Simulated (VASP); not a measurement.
Ir, 16 atoms in the cell. The cell holds a slab with vacuum, 16 atoms: a = 5.474 Å, b = 5.474 Å, c = 21.806 Å, α = 90.00°, β = 90.00°, γ = 90.00°. 

| Property | Result |
| --- | --- |
| Program | VASP 6.6.1 |
| Task | single point |
| Functional | PBE |
| Potentials or basis | VASP PAW PBE potentials, release 64 (Ir) |
| Cutoff | 520 eV |
| k mesh | 4 × 4 × 1 |
| Occupations | gaussian, width 0.1 eV |
| Spin | no spin polarisation |
| Dipole correction | yes |
| Further INCAR settings | LREAL = Auto; ALGO = Fast; EDIFF = 1e-06; NBANDS = 86 |

Potentials or basis: VASP PAW PBE potentials, release 64 (Ir).

Command:

```sh
$ cat potpaw_PBE.64/Ir/POTCAR > POTCAR
$ mpirun -np 1 vasp_std > vasp.out
```

Hardware: 1 thread of Intel(R) Xeon(R) Platinum 8175M CPU @ 2.50GHz (Skylake/Cascade Lake) (shared host).

Question: Estimate the wall time of this run.

Answer: It took 23 min on 1 thread of Intel(R) Xeon(R) Platinum 8175M CPU @ 2.50GHz (Skylake/Cascade Lake), with other jobs on the host, peak memory 0.72 GiB. Counts: scf iterations 32, k points 6.
